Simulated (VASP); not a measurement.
# Be9S7 (a cell with a defect) in VASP: single point with HF

Aim: the single point of Be9S7 (a cell with a defect) with HF.

All numbers are computed with VASP 6.6.1; they aren't measurements. Logs are shortened: lines on timing, memory, paths and dates and some standing lists are left out, and cuts for length are marked.

## (1) The cell of the first run

The cell holds a defect, 16 atoms: a = 6.842 Å, b = 6.842 Å, c = 6.842 Å, α = 60.00°, β = 60.00°, γ = 60.00°.

## (2) Single point, HF, collinear spin

Contents of POSCAR:

```
Be9S7
1.0
    0.0000000000      4.8379960000      4.8379960000
    4.8379960000      0.0000000000      4.8379960000
    4.8379960000      4.8379960000      0.0000000000
Be S
9 7
Direct
    0.9997990000      0.0050810000      0.0165920000
    0.4851920000      0.4876270000      0.5051800000
    0.6220690000      0.6249790000      0.6377540000
    0.0159190000      0.9950650000      0.4966860000
    0.5051150000      0.4976340000      0.0068460000
    0.9919660000      0.4876250000      0.0378710000
    0.4956400000      0.9971090000      0.5079110000
    0.5031790000      0.9718290000      0.0096810000
    0.9882090000      0.4867450000      0.5182220000
    0.1173130000      0.1271700000      0.1292550000
    0.1275380000      0.1151700000      0.6246530000
    0.6301140000      0.6295880000      0.1216450000
    0.1458610000      0.6026010000      0.1135650000
    0.6244520000      0.1178720000      0.6172960000
    0.6118160000      0.1272930000      0.1296730000
    0.1196260000      0.6276790000      0.6216000000
```

Contents of INCAR.step1:

```
  PREC = Accurate
  ENCUT = 400
  EDIFF = 1E-5
  ISMEAR = -1
  SIGMA = 0.05
  LREAL = Auto
  LASPH = True
  NELM = 200
  ALGO = Normal
  ISIF = 2
  LWAVE = True
  LCHARG = False
  ISPIN = 2
  MAGMOM = 0.5 0.5 0.5 0.5 0.5 0.5 0.5 0.5 0.5 0.5 0.5 0.5 0.5 0.5 0.5 0.5
  LORBIT = 11
  GGA = PE
  NBANDS = 48
  GGA_COMPAT = False
  ISYM = -1
  KPAR = 1
```

Contents of INCAR.step2:

```
  PREC = Accurate
  ENCUT = 400
  EDIFF = 1E-6
  ISMEAR = -1
  SIGMA = 0.05
  LREAL = Auto
  LASPH = True
  NELM = 200
  ALGO = Normal
  ISIF = 2
  LWAVE = False
  LCHARG = False
  ISPIN = 2
  MAGMOM = 0.5 0.5 0.5 0.5 0.5 0.5 0.5 0.5 0.5 0.5 0.5 0.5 0.5 0.5 0.5 0.5
  LORBIT = 11
  GGA = PE
  LHFCALC = True
  AEXX = 1.0
  ALDAC = 0.0
  AGGAC = 0.0
  PRECFOCK = Fast
  ISTART = 1
  NBANDS = 48
  GGA_COMPAT = False
  ISYM = -1
  KPAR = 1
```

Contents of KPOINTS:

```
explicit points
8
Reciprocal
  0.25000000   0.25000000   0.25000000 1
  0.25000000   0.25000000   0.75000000 1
  0.25000000   0.75000000   0.25000000 1
  0.25000000   0.75000000   0.75000000 1
  0.75000000   0.25000000   0.25000000 1
  0.75000000   0.25000000   0.75000000 1
  0.75000000   0.75000000   0.25000000 1
  0.75000000   0.75000000   0.75000000 1
```

Potentials or basis: VASP PAW PBE potentials, release 64 (Be, S).

On the command line:

```sh
cat potpaw_PBE.64/Be/POTCAR potpaw_PBE.64/S/POTCAR > POTCAR
cp INCAR.step1 INCAR
mpirun -np 4 vasp_std > vasp.out
cp INCAR.step2 INCAR
mpirun -np 4 vasp_std > vasp.out
```

OUTCAR:

```text
PREC = Accurate
   ENCUT = 400
   EDIFF = 1E-6
   ISMEAR = -1
   LREAL = Auto
   LASPH = True
   NELM = 200
   ISIF = 2
   ISPIN = 2
   LORBIT = 11
   GGA = PE
   LHFCALC = True
   AEXX = 1.0
   PRECFOCK = Fast
   ISTART = 1
   ISYM = -1

 ion  position               nearest neighbor table
   1  1.000  0.005  0.017-  10 1.97  15 2.17  11 2.19  13 2.26
   2  0.485  0.488  0.505-  16 2.05  14 2.07  12 2.15   3 2.27
   3  0.622  0.625  0.638-   9 2.05   5 2.06   7 2.08   2 2.27
   4  0.016  0.995  0.497-  11 2.01  16 2.06  10 2.06  14 2.19
   5  0.505  0.498  0.007-  13 2.01   3 2.06  15 2.07  12 2.08
   6  0.992  0.488  0.038-  13 1.94  10 2.02  12 2.03  16 2.33
[... 8 lines left out ...]
  15  0.612  0.127  0.130-   5 2.07   7 2.11   8 2.15   1 2.17
  16  0.120  0.628  0.622-   2 2.05   4 2.06   9 2.10   6 2.33

IMPORTANT INFORMATION: All symmetrisations will be switched off!
NOSYMM: (Re-)initialisation of all symmetry stuff for point group C_1.

----------------------------------------------------------------------------------------

                                     Primitive cell

  volume of cell :     226.4783

  direct lattice vectors                    reciprocal lattice vectors
     0.000000000  4.837996000  4.837996000    -0.103348577  0.103348577  0.103348577
     4.837996000  0.000000000  4.837996000     0.103348577 -0.103348577  0.103348577
     4.837996000  4.837996000  0.000000000     0.103348577  0.103348577 -0.103348577

  length of vectors
     6.841959558  6.841959558  6.841959558     0.179004985  0.179004985  0.179004985

  position of ions in fractional coordinates (direct lattice)
     0.999799000  0.005081000  0.016592000
     0.485192000  0.487627000  0.505180000
     0.622069000  0.624979000  0.637754000
     0.015919000  0.995065000  0.496686000
     0.505115000  0.497634000  0.006846000
     0.991966000  0.487625000  0.037871000
[... 8 lines left out ...]
     0.611816000  0.127293000  0.129673000
     0.119626000  0.627679000  0.621600000

  ion indices of the primitive-cell ions
   primitive index   ion index
                 1           1
                 2           2
                 3           3
                 4           4
                 5           5
                 6           6
[... 8 lines left out ...]
                15          15
                16          16

----------------------------------------------------------------------------------------

 KPOINTS: explicit points

Read explicit list of k-points.

 Found      8 k-points:

 Following reciprocal coordinates:
            Coordinates               Weight
  0.250000  0.250000  0.250000      0.125000
  0.250000  0.250000  0.750000      0.125000
  0.250000  0.750000  0.250000      0.125000
  0.250000  0.750000  0.750000      0.125000
  0.750000  0.250000  0.250000      0.125000
  0.750000  0.250000  0.750000      0.125000
  0.750000  0.750000  0.250000      0.125000
  0.750000  0.750000  0.750000      0.125000
   k-points           NKPTS =      8   k-points in BZ     NKDIM =      8   number of bands    NBANDS=     48
   number of dos      NEDOS =    301   number of ions     NIONS =     16
   total plane-waves  NPLWV = 110592
   dimension x,y,z NGX =    48 NGY =   48 NGZ =   48
   dimension x,y,z NGXF=    96 NGYF=   96 NGZF=   96
   ions per type =               9   7
   NGX,Y,Z   is equivalent  to a cutoff of  11.66, 11.66, 11.66 a.u.
   NGXF,Y,Z  is equivalent  to a cutoff of  23.33, 23.33, 23.33 a.u.
 SYSTEM =  unknown system
   PREC   = accura    normal or accurate (medium, high low for compatibility)
   ISTART =      1    job   : 0-new  1-cont  2-samecut
   ICHARG =      0    charge: 1-file 2-atom 10-const
   ISPIN  =      2    spin polarized calculation?
   LNONCOLLINEAR =      F non collinear calculations
   LSORBIT =      F    spin-orbit coupling
   LASPH  =      T    aspherical Exc in radial PAW
   ENCUT  =  400.0 eV  29.40 Ry    5.42 a.u.  11.16 11.16 11.16*2*pi/ulx,y,z
   NELM   =    200;   NELMIN=  2; NELMDL=  0     # of ELM steps
   EDIFF  = 0.1E-05   stopping-criterion for ELM
   LREAL  =      T    real-space projection
   EDIFFG = 0.1E-04   stopping-criterion for IOM
   NSW    =      0    number of steps for IOM
   IBRION =     -1    ionic relax: 0-MD 1-quasi-New 2-CG
   NFREE  =      0    steps in history (QN), initial steepest desc. (CG)
   ISIF   =      2    stress and relaxation
   ISYM   =     -1    0-nonsym 1-usesym 2-fastsym
   POTIM  = 0.5000    time-step for ionic-motion
   TEBEG  =    0.0;   TEEND  =   0.0 temperature during run
   PSTRESS=    0.0 pullay stress
   NELECT =      60.0000    total number of electrons
   NUPDOWN=      -1.0000    fix difference up-down
   EMIN   =  10.00;   EMAX   =-10.00  energy-range for DOS
   EFERMI =   0.00;   METHOD = LEGACY
   ISMEAR =    -1;   SIGMA  =   0.05  broadening in eV -4-tet -1-fermi 0-gaus
   EFERMI_NEDOS =   21; number of points for ismear=-14 and -15
   IALGO  =     38    algorithm
   IMIX   =      1    mixing-type and parameters
     AMIX     =   0.40;   BMIX     =  1.00
     AMIX_MAG =   1.60;   BMIX_MAG =  1.00
  volume/ion in A,a.u.               =      14.15        95.52
  Fermi-wavevector in a.u.,A,eV,Ry     =   1.051437  1.986927 15.041497  1.105519
  Thomas-Fermi vector in A             =   2.186480
   LORBIT       =     11    0 simple, 1 ext, 2 COOP (PROOUT), +10 PAW based schemes
   GGA     = PE    functional components
   LHFCALC =     T    Hartree Fock is set to
   PRECFOCK=fast      Normal, Fast or Accurate (Low or Medium for compatibility)
   ENCUT4O =  -1.0   cutoff for four orbital integrals eV
   NKREDX  =     1    reduce k-point grid by
   NKREDY  =     1    reduce k-point grid by
   NKREDZ  =     1    reduce k-point grid by
   AEXX    =    1.0000 exact exchange contribution
   HFSCREEN=    0.0000 screening length (either q_TF or 0.3 A-1)
   HFSCREENC=   0.0000 screening length for correlation (either q_TF or 0.3 A-1)
   ENCUTFOCK=  -1.0 apply spherical cutoff to Coloumb kernel
   IVDW    =     0    specifies the selected vdW correction
   LEPSILON=     F    determine dielectric tensor
   LRPA    =     F    only Hartree local field effects (RPA)
 spin polarized calculation
  energy-cutoff  :      400.00
  volume of cell :      226.48
 maximum number of plane-waves:      4111
 NGX is ok and might be reduce to    48
  NGX = 24; NGY = 24; NGZ = 24

 number of electron      59.9999997 magnetization       0.5000000

 Free energy of the ion-electron system (eV)
  ---------------------------------------------------
  ext. energy  EPLUGINS =         0.00000000
  ---------------------------------------------------
  free energy    TOTEN  =      -111.28226683 eV

  energy without entropy =     -111.28226683  energy(sigma->0) =     -111.28226683

 E-fermi :   5.7233     XC(G=0):   0.0000

 val. band max:        4.5685447203   @ k =   0.2500   0.7500   0.2500
 cond. band min:       6.8208116768   @ k =   0.2500   0.2500   0.2500
 fundamental gap:      2.2522669565
 Fermi energy:         5.7232870481

 spin component 1

 k-point     1 :       0.2500    0.2500    0.2500
  band No.  band energies     occupation
      1     -18.0545      1.00000
      2     -16.6264      1.00000
      3     -16.2964      1.00000
      4     -16.0009      1.00000
      5     -15.8082      1.00000
      6     -15.5943      1.00000
[... 34 lines left out ...]
     41      14.9128      0.00000
     42      15.0191      0.00000

 k-point     2 :       0.2500    0.2500    0.7500
  band No.  band energies     occupation
      1     -17.5781      1.00000
      2     -16.8749      1.00000
      3     -16.4664      1.00000
      4     -16.2729      1.00000
      5     -15.9077      1.00000
      6     -15.6812      1.00000
[... 259 lines left out ...]
     41      15.8741      0.00000
     42      16.1357      0.00000

 k-point     8 :       0.7500    0.7500    0.7500
  band No.  band energies     occupation
      1     -18.0546      1.00000
      2     -16.6264      1.00000
      3     -16.2965      1.00000
      4     -16.0010      1.00000
      5     -15.8083      1.00000
      6     -15.5943      1.00000
[... 34 lines left out ...]
     41      14.9128      0.00000
     42      15.0191      0.00000
 Fermi energy:         5.7232870481

 spin component 2

 k-point     1 :       0.2500    0.2500    0.2500
  band No.  band energies     occupation
      1     -18.0416      1.00000
      2     -16.6484      1.00000
      3     -16.3070      1.00000
      4     -15.9719      1.00000
      5     -15.7801      1.00000
      6     -15.6024      1.00000
[... 34 lines left out ...]
     41      14.8986      0.00000
     42      15.1094      0.00000

 k-point     2 :       0.2500    0.2500    0.7500
  band No.  band energies     occupation
      1     -17.5904      1.00000
      2     -16.8466      1.00000
      3     -16.4681      1.00000
      4     -16.2803      1.00000
      5     -15.8772      1.00000
      6     -15.6821      1.00000
[... 259 lines left out ...]
     41      16.0615      0.00000
     42      16.1816      0.00000

 k-point     8 :       0.7500    0.7500    0.7500
  band No.  band energies     occupation
      1     -18.0417      1.00000
      2     -16.6485      1.00000
      3     -16.3071      1.00000
      4     -15.9719      1.00000
      5     -15.7802      1.00000
      6     -15.6024      1.00000
[... 34 lines left out ...]
     41      14.8986      0.00000
     42      15.1094      0.00000
 [bands above 42 left out]

------------------------ aborting loop because EDIFF is reached ----------------------------------------

  FORCE on cell =-STRESS in cart. coord.  units (eV):
  Direction    XX          YY          ZZ          XY          YZ          ZX
  --------------------------------------------------------------------------------------
  -------------------------------------------------------------------------------------
  Total       11.7042051     10.9378723     12.7356474     -0.1645324      0.7653872      2.3628390
  in kB       82.7991724     77.3778965     90.0959144     -1.1639533      5.4145862     16.7154553
  external PRESSURE =      83.4243278 kB  Pullay stress =       0.0000000 kB

 VOLUME and BASIS-vectors are now :
 -----------------------------------------------------------------------------
  energy-cutoff  :      400.00
  volume of cell :      226.48
      direct lattice vectors                 reciprocal lattice vectors
     0.000000000  4.837996000  4.837996000    -0.103348577  0.103348577  0.103348577
     4.837996000  0.000000000  4.837996000     0.103348577 -0.103348577  0.103348577
     4.837996000  4.837996000  0.000000000     0.103348577  0.103348577 -0.103348577

 POSITION                                       TOTAL-FORCE (eV/Angst)
 -----------------------------------------------------------------------------------
      0.10485      4.91730      4.86161        -1.255671     -1.071735     -1.336459
      4.80320      4.79142      4.70649        -0.418361     -0.209242     -0.234374
      6.10910      6.09502      6.03321        -0.725531     -0.659297     -0.651589
      7.21709      2.47998      4.89114         0.066074     -0.592046     -1.040180
      2.44067      2.47687      4.85130         0.323418      0.721921     -1.028896
      2.54235      4.98235      7.15826        -1.180327     -1.202100      0.653365
[... 8 lines left out ...]
      1.24320      3.58732      3.57581        -1.106470      0.940821      0.282657
      6.04401      3.58605      3.61546        -0.069238      0.586423     -0.532516
 -----------------------------------------------------------------------------------
    total drift:                                0.002038      0.001537     -0.002210

  FREE ENERGIE OF THE ION-ELECTRON SYSTEM (eV)
  ---------------------------------------------------
  free  energy   TOTEN  =      -111.2822668342 eV

  energy  without entropy=     -111.2822668341  energy(sigma->0) =     -111.28226683

 total charge

# of ion       s       p       d       tot
------------------------------------------
    1        0.366   0.607   0.000   0.973
    2        0.384   0.634   0.000   1.018
    3        0.570   0.528   0.000   1.098
    4        0.391   0.689   0.000   1.079
    5        0.412   0.702   0.000   1.114
    6        0.405   0.707   0.000   1.112
[... 8 lines left out ...]
   15        1.299   2.576   0.000   3.874
   16        1.298   2.592   0.000   3.890
--------------------------------------------------
tot         12.821  24.091   0.000  36.913

 magnetization (x)

# of ion       s       p       d       tot
------------------------------------------
    1       -0.000  -0.001   0.000  -0.001
    2        0.043   0.125   0.000   0.168
    3        0.006   0.083   0.000   0.089
    4        0.000   0.001   0.000   0.001
    5       -0.054  -0.149   0.000  -0.204
    6        0.000   0.000   0.000   0.000
[... 8 lines left out ...]
   15        0.000   0.004   0.000   0.004
   16        0.003   0.001   0.000   0.004
--------------------------------------------------
tot          0.049   0.143   0.000   0.192
```

It took 1.5 h on 4 MPI ranks of Intel Xeon Platinum 8259CL at 2.50GHz (Skylake/Cascade Lake), shared host; peak memory 0.25 GiB.

Results:

| Quantity | Value |
| --- | --- |
| Free energy | -111.2823 eV |
| Pressure | 8.3 GPa |
| Largest force | 2.812 eV/Å |
| Net moment | 0.50 μB per cell |
| Site moments | Be -0.00, +0.17, +0.09, +0.00, -0.20, +0.19, -0.04 (each value once); S -0.00, -0.03, -0.01, +0.01, +0.00 (each value once) μB |
| Valence electrons inside the program's atomic spheres | Be 0.97, 1.02, 1.10, 1.08, 1.11, 1.05, 1.00 (each value once); S 3.95, 3.90, 3.87, 3.89 (each value once) |

Forces on the atoms (eV/Å):
```
Be  -1.256 -1.072 -1.336
Be  -0.418 -0.209 -0.234
Be  -0.726 -0.659 -0.652
Be   0.066 -0.592 -1.040
Be   0.323  0.722 -1.029
Be  -1.180 -1.202  0.653
Be   0.324 -0.954  1.178
Be   1.294 -1.440  1.804
Be  -1.014  0.235  1.616
S   -0.495  0.947  0.355
S    1.094  0.631 -0.320
S   -0.344  1.049 -1.619
S    2.724  0.050  0.698
S    0.783  0.969  0.177
S   -1.106  0.941  0.283
S   -0.069  0.586 -0.533
```

Caveat: the PAW data sets were made with another functional, which shifts forces and pressure a little.
